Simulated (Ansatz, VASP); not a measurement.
# HfRu3 in VASP and in Ansatz

```
Hf Ru
1.0
     3.95433    0.00000    0.00000
     0.00000    3.95433    0.00000
     0.00000    0.00000    3.95433
Hf Ru
1 3
Direct
  0.00000 0.00000 0.00000
  0.00000 0.50000 0.50000
  0.50000 0.50000 0.00000
  0.50000 0.00000 0.50000
```

Alike in both runs: task single point; functional PBEsol; k mesh 8 × 8 × 8; occupations gaussian, width 0.05 eV; no spin polarisation.

|  | VASP | Ansatz |
| --- | --- | --- |
| version | VASP 6.6.1 | Ansatz 0.2.0 |
| potentials or method | VASP PAW PBE potentials, release 64 (Hf_pv, Ru_pv), cutoff 520 eV | scalar-relativistic, plane waves, PAW |
| valence electrons in the cell | 52 | 74 |

```csv
,VASP,Ansatz,Ansatz less VASP
pressure (GPa),-10.1,-9.2,+0.83
```

VASP's potentials were made for PBE, not for PBEsol. With one functional, cell and mesh, what is left measures potentials, basis and numerics. VASP's potentials hold 52 valence electrons a cell and Ansatz's 74, so a difference there can come from the potentials and not from the codes.

Neither program's run includes spin-orbit coupling.
